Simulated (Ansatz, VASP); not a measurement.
**One calculation of YN, two programs**

```xyz
2
Lattice="0.0000 2.4303 2.4303 2.4303 0.0000 2.4303 2.4303 2.4303 0.0000" Properties=species:S:1:pos:R:3 pbc="T T T"
Y     0.0000    0.0000    0.0000
N     2.4303    2.4303    2.4303
```

Change from the starting cell: volume scaled by 0.99.

Alike in both runs: task single point; functional PBE; k mesh 9 × 9 × 9; occupations fermi-dirac, width 0.03 eV; no spin polarisation.

|  | VASP | Ansatz |
| --- | --- | --- |
| version | VASP 6.6.1 | Ansatz 0.2.0 |
| potentials or method | VASP PAW PBE potentials, release 64 (Y_sv, N), cutoff 600 eV | all-electron LAPW, scalar-relativistic |

Ansatz gave:

* pressure (GPa): 4.7

Task: What did VASP give for the same quantities?

Result: Pressure (GPa): 4.5.

Ansatz ran all-electron here, and VASP with PAW potentials.
